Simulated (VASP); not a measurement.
# SnO in VASP: single point with PBE+D3(BJ)

Aim: the single point of SnO with PBE+D3(BJ).

Everything below comes from runs of VASP 6.6.1. Logs are shortened: lines on timing, memory, paths and dates and some standing lists are left out, and cuts for length are marked.

**1. The cell of the first run**

The cell holds a slab with vacuum, 8 atoms: a = 3.820 Å, b = 3.820 Å, c = 22.226 Å, α = 90.00°, β = 90.00°, γ = 90.00°.

**2. Single point, PBE+D3(BJ)**

File INCAR:

```
SYSTEM = SnO
PREC = Accurate
ENCUT = 520
EDIFF = 1E-6
ISMEAR = 0
SIGMA = 0.05
LREAL = .FALSE.
LASPH = .TRUE.
NELM = 100
ALGO = Normal
ISIF = 2
LWAVE = .FALSE.
LCHARG = .FALSE.
LDIPOL = .TRUE.
IDIPOL = 3
DIPOL = 0.5 0.5 0.404
GGA = PE
IVDW = 12
NBANDS = 50
```

File KPOINTS:

```
Automatic mesh
0
G
  7 7 1
  0 0 0
```

File POSCAR:

```
SnO
1.0
    3.8201629585      0.0000000000      0.0000000000
    0.0000000000      3.8201629585      0.0000000000
    0.0000000000      0.0000000000     22.2260830948
Sn O
4 4
Direct
    0.7500000000      0.2500000000      0.2024648239
    0.2500000000      0.7500000000      0.3087832219
    0.2500000000      0.7500000000      0.5000000000
    0.7500000000      0.2500000000      0.6063183980
    0.2500000000      0.2500000000      0.2556240229
    0.7500000000      0.7500000000      0.2556240229
    0.7500000000      0.7500000000      0.5531591990
    0.2500000000      0.2500000000      0.5531591990
```

Potentials or basis: VASP PAW PBE potentials, release 64 (Sn_d, O).

Run with:

```console
> cat potpaw_PBE.64/Sn_d/POTCAR potpaw_PBE.64/O/POTCAR > POTCAR
> mpirun -np 1 vasp_std > vasp.out
```

OUTCAR:

```text
SYSTEM = SnO
   PREC = Accurate
   ENCUT = 520
   EDIFF = 1E-6
   ISMEAR = 0
   LREAL = .FALSE.
   LASPH = .TRUE.
   NELM = 100
   ISIF = 2
   GGA = PE
   IVDW = 12
 IVDW          = 12

 ion  position               nearest neighbor table
   1  0.750  0.250  0.202-   5 2.25   6 2.25   6 2.25   5 2.25   2 3.59   2 3.59   2 3.59   2 3.59

   2  0.250  0.750  0.309-   5 2.25   6 2.25   5 2.25   6 2.25   1 3.59   1 3.59   1 3.59   1 3.59

   3  0.250  0.750  0.500-   7 2.25   8 2.25   8 2.25   7 2.25   4 3.59   4 3.59   4 3.59   4 3.59

   4  0.750  0.250  0.606-   7 2.25   8 2.25   7 2.25   8 2.25   3 3.59   3 3.59   3 3.59   3 3.59

   5  0.250  0.250  0.256-   1 2.25   2 2.25   2 2.25   1 2.25
   6  0.750  0.750  0.256-   1 2.25   2 2.25   1 2.25   2 2.25
   7  0.750  0.750  0.553-   3 2.25   4 2.25   4 2.25   3 2.25
   8  0.250  0.250  0.553-   3 2.25   4 2.25   3 2.25   4 2.25

  LATTYP: Found a simple tetragonal cell.
 ALAT       =     3.8201629585
 C/A-ratio  =     5.8180981639

  Lattice vectors:

 A1 = (   3.8201629585,   0.0000000000,   0.0000000000)
 A2 = (   0.0000000000,   3.8201629585,   0.0000000000)
 A3 = (   0.0000000000,   0.0000000000,  22.2260830948)

Analysis of symmetry for initial positions (statically):
=====================================================================
 Subroutine PRICEL returns:
 Original cell was already a primitive cell.

 Routine SETGRP: Setting up the symmetry group for a
 simple tetragonal supercell.

 Subroutine GETGRP returns: Found 16 space group operations
 (whereof  2 operations were pure point group operations)
 out of a pool of 16 trial point group operations.

The static configuration has the point symmetry C_1h.
 The point group associated with its full space group is D_4h.

Analysis of symmetry for dynamics (positions and initial velocities):
=====================================================================
 Subroutine PRICEL returns:
 Original cell was already a primitive cell.

 Routine SETGRP: Setting up the symmetry group for a
 simple tetragonal supercell.

 Subroutine GETGRP returns: Found 16 space group operations
 (whereof  2 operations were pure point group operations)
 out of a pool of 16 trial point group operations.

The dynamic configuration has the point symmetry C_1h.
 The point group associated with its full space group is D_4h.

 Subroutine INISYM returns: Found 16 space group operations
 (whereof  2 operations are pure point group operations),
 and found     1 'primitive' translations

----------------------------------------------------------------------------------------

                                     Primitive cell

  volume of cell :     324.3596

  direct lattice vectors                    reciprocal lattice vectors
     3.820162959  0.000000000  0.000000000     0.261768938  0.000000000  0.000000000
     0.000000000  3.820162959  0.000000000     0.000000000  0.261768938  0.000000000
     0.000000000  0.000000000 22.226083095     0.000000000  0.000000000  0.044992183

  length of vectors
     3.820162959  3.820162959 22.226083095     0.261768938  0.261768938  0.044992183

  position of ions in fractional coordinates (direct lattice)
     0.750000000  0.250000000  0.202464824
     0.250000000  0.750000000  0.308783222
     0.250000000  0.750000000  0.500000000
     0.750000000  0.250000000  0.606318398
     0.250000000  0.250000000  0.255624023
     0.750000000  0.750000000  0.255624023
     0.750000000  0.750000000  0.553159199
     0.250000000  0.250000000  0.553159199

  ion indices of the primitive-cell ions
   primitive index   ion index
                 1           1
                 2           2
                 3           3
                 4           4
                 5           5
                 6           6
                 7           7
                 8           8

----------------------------------------------------------------------------------------

 KPOINTS: Automatic mesh

Automatic generation of k-mesh.
 Grid dimensions read from file:
 generate k-points for:    7    7    1

 Generating k-lattice:

  Cartesian coordinates                     Fractional coordinates (reciprocal lattice)
     0.037395563  0.000000000  0.000000000     0.142857143  0.000000000  0.000000000
     0.000000000  0.037395563  0.000000000     0.000000000  0.142857143  0.000000000
     0.000000000  0.000000000  0.044992183     0.000000000  0.000000000  1.000000000

  Length of vectors
     0.037395563  0.037395563  0.044992183

  Shift w.r.t. Gamma in fractional coordinates (k-lattice)
     0.000000000  0.000000000  0.000000000

 Subroutine IBZKPT returns following result:
 ===========================================

 Found     10 irreducible k-points:

 Following reciprocal coordinates:
            Coordinates               Weight
  0.000000  0.000000  0.000000      1.000000
  0.142857  0.000000  0.000000      4.000000
  0.285714  0.000000  0.000000      4.000000
  0.428571  0.000000  0.000000      4.000000
  0.142857  0.142857  0.000000      4.000000
  0.285714  0.142857  0.000000      8.000000
  0.428571  0.142857  0.000000      8.000000
  0.285714  0.285714  0.000000      4.000000
  0.428571  0.285714  0.000000      8.000000
  0.428571  0.428571  0.000000      4.000000
   k-points           NKPTS =     10   k-points in BZ     NKDIM =     10   number of bands    NBANDS=     50
   number of dos      NEDOS =    301   number of ions     NIONS =      8
   total plane-waves  NPLWV = 131712
   dimension x,y,z NGX =    28 NGY =   28 NGZ =  168
   dimension x,y,z NGXF=    56 NGYF=   56 NGZF=  336
   ions per type =               4   4
   NGX,Y,Z   is equivalent  to a cutoff of  12.19, 12.19, 12.57 a.u.
   NGXF,Y,Z  is equivalent  to a cutoff of  24.37, 24.37, 25.13 a.u.
 SYSTEM =  SnO
   PREC   = accura    normal or accurate (medium, high low for compatibility)
   ISTART =      0    job   : 0-new  1-cont  2-samecut
   ICHARG =      2    charge: 1-file 2-atom 10-const
   ISPIN  =      1    spin polarized calculation?
   LNONCOLLINEAR =      F non collinear calculations
   LSORBIT =      F    spin-orbit coupling
   LASPH  =      T    aspherical Exc in radial PAW
   ENCUT  =  520.0 eV  38.22 Ry    6.18 a.u.   7.10  7.10 41.33*2*pi/ulx,y,z
   NELM   =    100;   NELMIN=  2; NELMDL= -5     # of ELM steps
   EDIFF  = 0.1E-05   stopping-criterion for ELM
   LREAL  =      F    real-space projection
   EDIFFG = 0.1E-04   stopping-criterion for IOM
   NSW    =      0    number of steps for IOM
   IBRION =     -1    ionic relax: 0-MD 1-quasi-New 2-CG
   NFREE  =      0    steps in history (QN), initial steepest desc. (CG)
   ISIF   =      2    stress and relaxation
   ISYM   =      2    0-nonsym 1-usesym 2-fastsym
   POTIM  = 0.5000    time-step for ionic-motion
   TEBEG  =    0.0;   TEEND  =   0.0 temperature during run
   PSTRESS=    0.0 pullay stress
   NELECT =      80.0000    total number of electrons
   NUPDOWN=      -1.0000    fix difference up-down
   EMIN   =  10.00;   EMAX   =-10.00  energy-range for DOS
   EFERMI =   0.00;   METHOD = LEGACY
   ISMEAR =     0;   SIGMA  =   0.05  broadening in eV -4-tet -1-fermi 0-gaus
   EFERMI_NEDOS =   21; number of points for ismear=-14 and -15
   IALGO  =     38    algorithm
   IMIX   =      4    mixing-type and parameters
     AMIX     =   0.40;   BMIX     =  1.00
     AMIX_MAG =   1.60;   BMIX_MAG =  1.00
  volume/ion in A,a.u.               =      40.54       273.61
  Fermi-wavevector in a.u.,A,eV,Ry     =   1.026666  1.940118 14.341132  1.054043
  Thomas-Fermi vector in A             =   2.160571
   LORBIT       =      0    0 simple, 1 ext, 2 COOP (PROOUT), +10 PAW based schemes
   GGA     = PE    functional components
   LHFCALC =     F    Hartree Fock is set to
   AEXX    =    0.0000 exact exchange contribution
   IVDW    =    12    specifies the selected vdW correction
   LEPSILON=     F    determine dielectric tensor
   LRPA    =     F    only Hartree local field effects (RPA)
 non-spin polarized calculation
 Gauss-broadening in eV      SIGMA  =   0.05
  energy-cutoff  :      520.00
  volume of cell :      324.36
 maximum number of plane-waves:      8769
   NGX = 15   NGY = 15   NGZ = 83

 dipolmoment           0.000000      0.000000      0.000287 electrons x Angstroem

 number of electron      79.9999970 magnetization

 dipolmoment           0.000000      0.000000     -0.000007 electrons x Angstroem

 Free energy of the ion-electron system (eV)
  ---------------------------------------------------
  ext. energy  EPLUGINS =         0.00000000
  ---------------------------------------------------
  free energy    TOTEN  =       -45.12229355 eV

  energy without entropy =      -45.12229355  energy(sigma->0) =      -45.12229355

 E-fermi :   0.0757     XC(G=0):  -5.3164

 val. band max:       -0.1809172408   @ k =   0.1429   0.1429   0.0000
 cond. band min:       2.2583737992   @ k =   0.4286   0.0000   0.0000
 fundamental gap:      2.4392910400
 Fermi energy:         0.0757048240

 k-point     1 :       0.0000    0.0000    0.0000
  band No.  band energies     occupation
      1     -21.0393      2.00000
      2     -21.0393      2.00000
      3     -20.6787      2.00000
      4     -20.6786      2.00000
      5     -20.6419      2.00000
      6     -20.6419      2.00000
[... 42 lines left out ...]
     49       5.2349      0.00000
     50       5.2349      0.00000

 k-point     2 :       0.1429    0.0000    0.0000
  band No.  band energies     occupation
      1     -21.0304      2.00000
      2     -21.0303      2.00000
      3     -20.6795      2.00000
      4     -20.6793      2.00000
      5     -20.6435      2.00000
      6     -20.6430      2.00000
[... 416 lines left out ...]
 k-point    10 :       0.4286    0.4286    0.0000
  band No.  band energies     occupation
      1     -20.9809      2.00000
      2     -20.9803      2.00000
      3     -20.9670      2.00000
      4     -20.9664      2.00000
      5     -20.6457      2.00000
      6     -20.6455      2.00000
[... 42 lines left out ...]
     49       5.9213      0.00000
     50       5.9980      0.00000

------------------------ aborting loop because EDIFF is reached ----------------------------------------

 vacuum level on the upper side and lower side of the slab       (xc-potential included)        -0.158        -0.155

 Edisp (eV)   -1.23244

 E8    (eV) :    -0.5445

  FORCE on cell =-STRESS in cart. coord.  units (eV):
  Direction    XX          YY          ZZ          XY          YZ          ZX
  --------------------------------------------------------------------------------------
  -------------------------------------------------------------------------------------
  Total       0.25156     0.25156     0.51528     0.00000     0.00000    -0.00000
  in kB       1.24258     1.24258     2.54523     0.00000     0.00000    -0.00000
  external pressure =        1.68 kB  Pullay stress =        0.00 kB

 VOLUME and BASIS-vectors are now :
 -----------------------------------------------------------------------------
  energy-cutoff  :      520.00
  volume of cell :      324.36
      direct lattice vectors                 reciprocal lattice vectors
     3.820162959  0.000000000  0.000000000     0.261768938  0.000000000  0.000000000
     0.000000000  3.820162959  0.000000000     0.000000000  0.261768938  0.000000000
     0.000000000  0.000000000 22.226083095     0.000000000  0.000000000  0.044992183

 POSITION                                       TOTAL-FORCE (eV/Angst)
 -----------------------------------------------------------------------------------
      2.86512      0.95504      4.50000        -0.000000     -0.000000     -0.085439
      0.95504      2.86512      6.86304        -0.000000      0.000000      0.032076
      0.95504      2.86512     11.11304         0.000000      0.000000     -0.032076
      2.86512      0.95504     13.47608         0.000000     -0.000000      0.085439
      0.95504      0.95504      5.68152         0.000000      0.000000     -0.003049
      2.86512      2.86512      5.68152        -0.000000      0.000000     -0.003049
      2.86512      2.86512     12.29456        -0.000000      0.000000      0.003049
      0.95504      0.95504     12.29456         0.000000     -0.000000      0.003049
 -----------------------------------------------------------------------------------
    total drift:                                0.000000      0.000000     -0.000361

  FREE ENERGIE OF THE ION-ELECTRON SYSTEM (eV)
  ---------------------------------------------------
  free  energy   TOTEN  =       -46.3547318271 eV

  energy  without entropy=      -46.3547318271  energy(sigma->0) =      -46.35473183

 vacuum level on the upper side and lower side of the slab         4.807         4.811
```

Wall time 2.9 min (1 thread of Intel Xeon Platinum 8488C (Sapphire Rapids), shared host); peak memory 0.39 GiB.

What came out:

```yaml
Free_energy: -46.3547 eV
Largest_force: 0.085 eV/Å
Band_gap_on_the_k_mesh: 2.44 eV (least direct gap 2.56 eV)
Dispersion_energy_per_atom: -0.154 eV
```

Forces on the atoms (eV/Å):
```
Sn   0.000  0.000 -0.085
Sn   0.000  0.000  0.032
Sn   0.000  0.000 -0.032
Sn   0.000  0.000  0.085
O    0.000  0.000 -0.003
O    0.000  0.000 -0.003
O    0.000  0.000  0.003
O    0.000  0.000  0.003
```

Caveat: spin-orbit coupling is left out, which moves the levels of the heavy elements.
